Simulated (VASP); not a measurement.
# TiAl (Fm-3m) in VASP: notebook

The runs below take TiAl through single point, relaxation of cell and atoms, with PBEsol.

Program: VASP 6.6.1. These are calculated values, not measurements. Logs are shortened: lines on timing, memory, paths and dates and some standing lists are left out, and cuts for length are marked.

### 1 The cell of the first run

It takes space group Fm-3m (No. 225, cubic). Conventional cell: a = 5.137 Å, b = 5.137 Å, c = 5.137 Å, α = 90.00°, β = 90.00°, γ = 90.00°. Within 3.4 Å of Ti (site symmetry m-3m) lie 6 Al at 2.57 Å. Al (site symmetry m-3m) has 6 Ti at 2.57 Å within 3.4 Å.

### 2 Single point, PBEsol

Input file INCAR:

```
ALGO = Normal
EDIFF = 1E-6
ENCUT = 500
GGA = PS
GGA_COMPAT = F
ISIF = 2
ISMEAR = 0
LASPH = T
LCHARG = F
LREAL = F
LWAVE = F
NBANDS = 14
NELM = 120
PREC = Accurate
SIGMA = 0.1
```

Input file KPOINTS:

```
k-points
0
Gamma
  6 6 6
```

Input file POSCAR:

```
TiAl
1.0
    0.0000000000      2.5686142692      2.5686142692
    2.5686142692      0.0000000000      2.5686142692
    2.5686142692      2.5686142692      0.0000000000
Ti Al
1 1
Direct
    0.0000000000      0.0000000000      0.0000000000
    0.5000000000      0.5000000000      0.5000000000
```

Potentials or basis: VASP PAW PBE potentials, release 64 (Ti_sv, Al).

Launch:

```bash
> cat potpaw_PBE.64/Ti_sv/POTCAR potpaw_PBE.64/Al/POTCAR > POTCAR
> mpirun -np 1 vasp_std > vasp.out
```

OUTCAR:

```text
EDIFF = 1E-6
   ENCUT = 500
   GGA = PS
   ISIF = 2
   ISMEAR = 0
   LASPH = T
   LREAL = F
   NELM = 120
   PREC = Accurate

 ion  position               nearest neighbor table
   1  0.000  0.000  0.000-   2 2.57   2 2.57   2 2.57   2 2.57   2 2.57   2 2.57
   2  0.500  0.500  0.500-   1 2.57   1 2.57   1 2.57   1 2.57   1 2.57   1 2.57

  LATTYP: Found a face centered cubic cell.
 ALAT       =     5.1372285384

  Lattice vectors:

 A1 = (   0.0000000000,   2.5686142692,   2.5686142692)
 A2 = (   2.5686142692,   0.0000000000,   2.5686142692)
 A3 = (   2.5686142692,   2.5686142692,   0.0000000000)

Analysis of symmetry for initial positions (statically):
=====================================================================
 Subroutine PRICEL returns:
 Original cell was already a primitive cell.

 Routine SETGRP: Setting up the symmetry group for a
 face centered cubic supercell.

 Subroutine GETGRP returns: Found 48 space group operations
 (whereof 48 operations were pure point group operations)
 out of a pool of 48 trial point group operations.

The static configuration has the point symmetry O_h .

Analysis of symmetry for dynamics (positions and initial velocities):
=====================================================================
 Subroutine PRICEL returns:
 Original cell was already a primitive cell.

 Routine SETGRP: Setting up the symmetry group for a
 face centered cubic supercell.

 Subroutine GETGRP returns: Found 48 space group operations
 (whereof 48 operations were pure point group operations)
 out of a pool of 48 trial point group operations.

The dynamic configuration has the point symmetry O_h .

 Subroutine INISYM returns: Found 48 space group operations
 (whereof 48 operations are pure point group operations),
 and found     1 'primitive' translations

----------------------------------------------------------------------------------------

                                     Primitive cell

  volume of cell :      33.8943

  direct lattice vectors                    reciprocal lattice vectors
     0.000000000  2.568614269  2.568614269    -0.194657488  0.194657488  0.194657488
     2.568614269  0.000000000  2.568614269     0.194657488 -0.194657488  0.194657488
     2.568614269  2.568614269  0.000000000     0.194657488  0.194657488 -0.194657488

  length of vectors
     3.632569136  3.632569136  3.632569136     0.337156658  0.337156658  0.337156658

  position of ions in fractional coordinates (direct lattice)
     0.000000000  0.000000000  0.000000000
     0.500000000  0.500000000  0.500000000

  ion indices of the primitive-cell ions
   primitive index   ion index
                 1           1
                 2           2

----------------------------------------------------------------------------------------

 KPOINTS: k-points

Automatic generation of k-mesh.
 Grid dimensions read from file:
 generate k-points for:    6    6    6

 Generating k-lattice:

  Cartesian coordinates                     Fractional coordinates (reciprocal lattice)
    -0.032442915  0.032442915  0.032442915     0.166666667  0.000000000  0.000000000
     0.032442915 -0.032442915  0.032442915     0.000000000  0.166666667  0.000000000
     0.032442915  0.032442915 -0.032442915     0.000000000  0.000000000  0.166666667

  Length of vectors
     0.056192776  0.056192776  0.056192776

  Shift w.r.t. Gamma in fractional coordinates (k-lattice)
     0.000000000  0.000000000  0.000000000

 Subroutine IBZKPT returns following result:
 ===========================================

 Found     16 irreducible k-points:

 Following reciprocal coordinates:
            Coordinates               Weight
  0.000000  0.000000  0.000000      1.000000
  0.166667  0.000000  0.000000      8.000000
  0.333333  0.000000  0.000000      8.000000
  0.500000  0.000000  0.000000      4.000000
  0.166667  0.166667  0.000000      6.000000
  0.333333  0.166667  0.000000     24.000000
[... 8 lines left out ...]
 -0.333333  0.333333  0.166667     24.000000
 -0.333333  0.500000  0.166667     12.000000
   k-points           NKPTS =     16   k-points in BZ     NKDIM =     16   number of bands    NBANDS=     14
   number of dos      NEDOS =    301   number of ions     NIONS =      2
   total plane-waves  NPLWV =  21952
   dimension x,y,z NGX =    28 NGY =   28 NGZ =   28
   dimension x,y,z NGXF=    56 NGYF=   56 NGZF=   56
   ions per type =               1   1
   NGX,Y,Z   is equivalent  to a cutoff of  12.81, 12.81, 12.81 a.u.
   NGXF,Y,Z  is equivalent  to a cutoff of  25.63, 25.63, 25.63 a.u.
 SYSTEM =  unknown system
   PREC   = accura    normal or accurate (medium, high low for compatibility)
   ISTART =      0    job   : 0-new  1-cont  2-samecut
   ICHARG =      2    charge: 1-file 2-atom 10-const
   ISPIN  =      1    spin polarized calculation?
   LNONCOLLINEAR =      F non collinear calculations
   LSORBIT =      F    spin-orbit coupling
   LASPH  =      T    aspherical Exc in radial PAW
   ENCUT  =  500.0 eV  36.75 Ry    6.06 a.u.   6.62  6.62  6.62*2*pi/ulx,y,z
   NELM   =    120;   NELMIN=  2; NELMDL= -5     # of ELM steps
   EDIFF  = 0.1E-05   stopping-criterion for ELM
   LREAL  =      F    real-space projection
   EDIFFG = 0.1E-04   stopping-criterion for IOM
   NSW    =      0    number of steps for IOM
   IBRION =     -1    ionic relax: 0-MD 1-quasi-New 2-CG
   NFREE  =      0    steps in history (QN), initial steepest desc. (CG)
   ISIF   =      2    stress and relaxation
   ISYM   =      2    0-nonsym 1-usesym 2-fastsym
   POTIM  = 0.5000    time-step for ionic-motion
   TEBEG  =    0.0;   TEEND  =   0.0 temperature during run
   PSTRESS=    0.0 pullay stress
   NELECT =      15.0000    total number of electrons
   NUPDOWN=      -1.0000    fix difference up-down
   EMIN   =  10.00;   EMAX   =-10.00  energy-range for DOS
   EFERMI =   0.00;   METHOD = LEGACY
   ISMEAR =     0;   SIGMA  =   0.10  broadening in eV -4-tet -1-fermi 0-gaus
   EFERMI_NEDOS =   21; number of points for ismear=-14 and -15
   IALGO  =     38    algorithm
   IMIX   =      4    mixing-type and parameters
     AMIX     =   0.40;   BMIX     =  1.00
     AMIX_MAG =   1.60;   BMIX_MAG =  1.00
  volume/ion in A,a.u.               =      16.95       114.37
  Fermi-wavevector in a.u.,A,eV,Ry     =   1.247565  2.357555 21.176343  1.556417
  Thomas-Fermi vector in A             =   2.381691
   LORBIT       =      0    0 simple, 1 ext, 2 COOP (PROOUT), +10 PAW based schemes
   GGA     = PS    functional components
   LHFCALC =     F    Hartree Fock is set to
   AEXX    =    0.0000 exact exchange contribution
   IVDW    =     0    specifies the selected vdW correction
   LEPSILON=     F    determine dielectric tensor
   LRPA    =     F    only Hartree local field effects (RPA)
 non-spin polarized calculation
 Gauss-broadening in eV      SIGMA  =   0.10
  energy-cutoff  :      500.00
  volume of cell :       33.89
 maximum number of plane-waves:       881
 NGX is ok and might be reduce to    28
   NGX = 13   NGY = 13   NGZ = 13

 number of electron      14.9999996 magnetization

 Free energy of the ion-electron system (eV)
  ---------------------------------------------------
  ext. energy  EPLUGINS =         0.00000000
  ---------------------------------------------------
  free energy    TOTEN  =       -11.86920157 eV

  energy without entropy =      -11.85423357  energy(sigma->0) =      -11.86171757

 E-fermi :   7.3309     XC(G=0): -10.9006

 val. band max:        7.3285779114   @ k =  -0.3333   0.3333   0.0000
 cond. band min:       7.3437469018   @ k =  -0.1667   0.1667   0.0000
 fundamental gap:      0.0151689904
 Fermi energy:         7.3309218685

 k-point     1 :       0.0000    0.0000    0.0000
  band No.  band energies     occupation
      1     -48.8205      2.00000
      2     -25.1871      2.00000
      3     -25.1871      2.00000
      4     -25.1871      2.00000
      5      -0.7938      2.00000
      6       7.7525      0.00000
      7       7.7525      0.00000
      8       7.7525      0.00000
      9       8.1791      0.00000
     10       8.1791      0.00000
     11      13.6103      0.00000
     12      13.6103      0.00000
     13      13.6103      0.00000
     14      17.2810      0.00000

 k-point     2 :       0.1667    0.0000    0.0000
  band No.  band energies     occupation
      1     -48.8186      2.00000
      2     -25.2092      2.00000
      3     -25.1904      2.00000
      4     -25.1904      2.00000
      5      -0.2889      2.00000
      6       7.1596      1.98457
      7       7.6472      0.00001
      8       7.6472      0.00001
      9       8.1995      0.00000
     10       8.1995      0.00000
     11      12.3631      0.00000
     12      14.2395      0.00000
     13      14.2395      0.00000
     14      16.6008      0.00000

 k-point     3 :       0.3333    0.0000    0.0000
  band No.  band energies     occupation
      1     -48.8145      2.00000
      2     -25.2531      2.00000
      3     -25.1968      2.00000
      4     -25.1968      2.00000
      5       1.1399      2.00000
      6       5.5045      2.00000
      7       7.0629      1.99985
      8       7.0629      1.99985
      9       8.9220      0.00000
     10       8.9220      0.00000
     11      10.8135      0.00000
     12      15.0908      0.00000
     13      15.0908      0.00000
     14      15.1675      0.00000
[... 188 lines left out ...]
 k-point    15 :      -0.3333    0.3333    0.1667
  band No.  band energies     occupation
      1     -48.8107      2.00000
      2     -25.2543      2.00000
      3     -25.2322      2.00000
      4     -25.2124      2.00000
      5       3.3499      2.00000
      6       4.6722      2.00000
      7       5.8307      2.00000
      8       7.0858      1.99947
      9       9.2856      0.00000
     10       9.7195      0.00000
     11       9.8744      0.00000
     12      11.4136      0.00000
     13      12.1777      0.00000
     14      16.8637      0.00000

 k-point    16 :      -0.3333    0.5000    0.1667
  band No.  band energies     occupation
      1     -48.8102      2.00000
      2     -25.2548      2.00000
      3     -25.2311      2.00000
      4     -25.2206      2.00000
      5       3.3033      2.00000
      6       5.2909      2.00000
      7       5.7485      2.00000
      8       7.1424      1.99232
      9       9.7678      0.00000
     10       9.8653      0.00000
     11       9.9447      0.00000
     12       9.9748      0.00000
     13      11.3456      0.00000
     14      17.1733      0.00000

------------------------ aborting loop because EDIFF is reached ----------------------------------------

  FORCE on cell =-STRESS in cart. coord.  units (eV):
  Direction    XX          YY          ZZ          XY          YZ          ZX
  --------------------------------------------------------------------------------------
  -------------------------------------------------------------------------------------
  Total        1.1696079      1.1696079      1.1696079     -0.0000000      0.0000000     -0.0000000
  in kB       55.2871524     55.2871524     55.2871524     -0.0000000      0.0000000     -0.0000000
  external PRESSURE =      55.2871524 kB  Pullay stress =       0.0000000 kB

 VOLUME and BASIS-vectors are now :
 -----------------------------------------------------------------------------
  energy-cutoff  :      500.00
  volume of cell :       33.89
      direct lattice vectors                 reciprocal lattice vectors
     0.000000000  2.568614269  2.568614269    -0.194657488  0.194657488  0.194657488
     2.568614269  0.000000000  2.568614269     0.194657488 -0.194657488  0.194657488
     2.568614269  2.568614269  0.000000000     0.194657488  0.194657488 -0.194657488

 POSITION                                       TOTAL-FORCE (eV/Angst)
 -----------------------------------------------------------------------------------
      0.00000      0.00000      0.00000        -0.000000     -0.000000     -0.000000
      2.56861      2.56861      2.56861         0.000000      0.000000      0.000000
 -----------------------------------------------------------------------------------
    total drift:                               -0.000000      0.000000      0.000000

  FREE ENERGIE OF THE ION-ELECTRON SYSTEM (eV)
  ---------------------------------------------------
  free  energy   TOTEN  =       -11.8692015733 eV

  energy  without entropy=      -11.8542335655  energy(sigma->0) =      -11.86171757
```

It took 10 s on 1 thread of AMD EPYC 9R45 (Zen 5), shared host; peak memory 0.12 GiB.

Results:

```
Free energy : -11.8692 eV
Pressure    : 5.5 GPa
```

Caveat: the PAW data sets were made with another functional, which shifts forces and pressure a little.

### 3 Single point, PBEsol

This run uses another cell than the first one, of 17.89 Å³/atom, 1.056 times its volume.

Input file INCAR:

```
PREC = Accurate
ENCUT = 520
EDIFF = 1E-6
ISMEAR = 0
SIGMA = 0.1
LREAL = False
LASPH = True
NELM = 80
ALGO = Normal
ISIF = 2
LWAVE = False
LCHARG = True
GGA = PS
LELF = True
LVHAR = True
NBANDS = 14
```

Input file KPOINTS:

```
Automatic mesh
0
Gamma
  14 14 14
```

Input file POSCAR:

```
TiAl
1.0
    0.0000000000      2.6156179974      2.6156179974
    2.6156179974      0.0000000000      2.6156179974
    2.6156179974      2.6156179974      0.0000000000
Ti Al
1 1
Direct
    0.0000000000      0.0000000000      0.0000000000
    0.5000000000      0.5000000000      0.5000000000
```

Potentials or basis: VASP PAW PBE potentials, release 64 (Ti_sv, Al).

Launch:

```bash
> cat potpaw_PBE.64/Ti_sv/POTCAR potpaw_PBE.64/Al/POTCAR > POTCAR
> mpirun -np 1 vasp_std > vasp.out
```

Run time: 21 s. Hardware: 1 thread of AMD EPYC 9R45 (Zen 5), shared host; peak memory 0.16 GiB.

The run converged. Its results:

* Free energy: -11.8991 eV
* Pressure: 0.1 GPa

Levels at points of the mesh, in eV from the Fermi level:
```csv
k point,band 3,band 4,band 5,band 6,band 7,band 8,band 9,band 10,band 11,band 12
"(0.00, 0.00, 0.00)",-32.66,-32.66,-7.95,0.42,0.42,0.42,0.80,0.80,5.91,5.91
"(0.50, 0.00, 0.00)",-32.67,-32.67,-4.30,-3.78,-0.52,-0.52,1.94,1.94,2.74,6.88
"(0.50, 0.50, 0.00)",-32.68,-32.68,-4.41,-2.17,-1.10,1.43,2.16,2.16,2.27,2.27
```

Caveat: the PAW data sets were made with another functional, which shifts forces and pressure a little.

### 4 Relaxation of cell and atoms, PBEsol

Input file INCAR:

```
  PREC = Accurate
  ENCUT = 600
  EDIFF = 1E-6
  ISMEAR = 0
  SIGMA = 0.1
  LREAL = F
  LASPH = T
  NELM = 60
  ALGO = Normal
  ISIF = 3
  LWAVE = F
  LCHARG = F
  GGA = PS
  IBRION = 2
  NSW = 80
  EDIFFG = -0.01
```

Input file KPOINTS:

```
regular mesh
0
Gamma
  14 14 14
```

Input file POSCAR:

```
TiAl
1.0
    0.0000000000      2.5686142692      2.5686142692
    2.5686142692      0.0000000000      2.5686142692
    2.5686142692      2.5686142692      0.0000000000
Ti Al
1 1
Direct
    0.0000000000      0.0000000000      0.0000000000
    0.5000000000      0.5000000000      0.5000000000
```

Launch:

```bash
> cat potpaw_PBE.64/Ti_sv/POTCAR potpaw_PBE.64/Al/POTCAR > POTCAR
> mpirun -np 1 vasp_std > vasp.out
```

Wall time 53 s (1 thread of AMD EPYC 9R45 (Zen 5), shared host); peak memory 0.18 GiB.

Results (log left out):

```
Free energy                            : -11.8989 eV
Relaxed volume                         : 17.92 Å³/atom
Relaxed cell                           : a = 3.701 Å, b = 3.701 Å, c = 3.701 Å, α = 60.00°, β = 60.00°, γ = 60.00°
Space group after relaxing (to 0.05 Å) : Fm-3m (No. 225)
Energy gained by relaxing              : 15.7 meV/atom
Ionic steps                            : 3
Pressure after relaxing                : 0.0 GPa
```

Step by step:
| step | energy change (eV) | largest force (eV/Å) | pressure (GPa) | volume (Å³) |
| --- | --- | --- | --- | --- |
| 1 | 0.0000 | 0.0000 | 5.40 | 33.89 |
| 2 | -0.0250 | 0.0000 | -2.09 | 36.78 |
| 3 | -0.0314 | 0.0000 | -0.02 | 35.84 |

Final structure:
```
Ti Al
1.0
     0.00000    2.61680    2.61680
     2.61680    0.00000    2.61680
     2.61680    2.61680    0.00000
Ti Al
1 1
Direct
  0.00000 0.00000 0.00000
  0.50000 0.50000 0.50000
```

Levels at points of the mesh, in eV from the Fermi level:
```tsv
k point	band 4	band 5	band 6	band 7	band 8	band 9	band 10	band 11
(0.00, 0.00, 0.00)	-32.66	-7.94	0.42	0.42	0.42	0.80	0.80	5.90
(0.50, 0.00, 0.00)	-32.67	-4.30	-3.78	-0.52	-0.52	1.94	1.94	2.73
(0.50, 0.50, 0.00)	-32.68	-4.41	-2.17	-1.10	1.43	2.16	2.16	2.26
```

Caveat: the PAW data sets were made with another functional, which shifts forces and pressure a little. Zero-point motion and thermal expansion aren't in these numbers.

### 5 The runs side by side

| task | cell | k mesh | cutoff (eV) | gap on the mesh (eV) | pressure (GPa) |
| --- | --- | --- | --- | --- | --- |
| single point | a = 3.633 Å, angles 60.0°, 2 atoms | 6 × 6 × 6 | 500 | none | 5.5 |
| single point | a = 3.699 Å, angles 60.0°, 2 atoms | 14 × 14 × 14 | 520 | none | 0.1 |
| relaxation of cell and atoms | relaxed from a = 3.633 Å, angles 60.0°, 2 atoms | 14 × 14 × 14 | 600 | none | 0.0 |

Alike in all rows: level PBEsol; potentials or basis VASP PAW PBE potentials, release 64 (Ti_sv, Al); no spin polarisation; smearing gaussian 0.1 eV.

Caveats: the PAW data sets were made with another functional, which shifts forces and pressure a little.

Total energies depend on the potentials used, so only differences within one code and one set of settings carry meaning.
